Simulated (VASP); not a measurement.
Here is a VASP 6.6.1 calculation.

POSCAR

```
BiS
1.0
    4.0029443400      0.0000000000      0.0000000000
    0.0000000000      4.0029443400      0.0000000000
    0.0000000000      0.0000000000      4.0029443400
Bi S
1 1
Direct
    0.5000000000      0.5000000000      0.5000000000
    0.0000000000      0.0000000000      0.0000000000
```

The input INCAR.step1:

```
SYSTEM = BiS
PREC = Accurate
ENCUT = 600
EDIFF = 1E-5
ISMEAR = -1
SIGMA = 0.05
LREAL = .FALSE.
LASPH = .TRUE.
NELM = 60
ALGO = Normal
LWAVE = .TRUE.
LCHARG = .FALSE.
GGA = PE
NBANDS = 18
```

The input INCAR.step2:

```
SYSTEM = BiS
PREC = Accurate
ENCUT = 600
EDIFF = 1E-6
ISMEAR = -1
SIGMA = 0.05
LREAL = .FALSE.
LASPH = .TRUE.
NELM = 60
ALGO = Normal
ISIF = 3
LWAVE = .FALSE.
LCHARG = .FALSE.
GGA = PS
LHFCALC = .TRUE.
AEXX = 0.25
HFSCREEN = 0.207
PRECFOCK = Normal
IBRION = 2
NSW = 60
EDIFFG = -0.01
ISTART = 1
```

The input KPOINTS:

```
regular mesh
0
G
  4 4 4
  0 0 0
```

Potentials or basis: VASP PAW PBE potentials, release 64 (Bi_d, S).

Run with:

```bash
$ cat potpaw_PBE.64/Bi_d/POTCAR potpaw_PBE.64/S/POTCAR > POTCAR
$ cp INCAR.step1 INCAR
$ mpirun -np 1 vasp_std > vasp.out
$ cp INCAR.step2 INCAR
$ mpirun -np 1 vasp_std > vasp.out
```

**Question.** What does it give for the relaxed cell?

**Answer.** a = 3.510 Å, b = 3.510 Å, c = 3.510 Å, α = 90.00°, β = 90.00°, γ = 90.00°.

**Question.** What does it give for the relaxed volume?

**Answer.** 21.62 Å³/atom.

Final structure:
```yaml
crystal:
  lattice:
    - [3.50988, 0.00000, 0.00000]
    - [0.00000, 3.50988, 0.00000]
    - [0.00000, 0.00000, 3.50988]
  atoms:
    - { symbol: Bi, position: [0.50000, 0.50000, 0.50000] }
    - { symbol: S, position: [0.00000, 0.00000, 0.00000] }
```

Caveat: the k points lie up to 0.45 Å⁻¹ apart in the final cell, too coarse for converged energies and pressures of a metal; the volume moved by over 15 % at a fixed basis, so the end points are rough; the PAW data sets were made with another functional, which shifts forces and pressure a little.
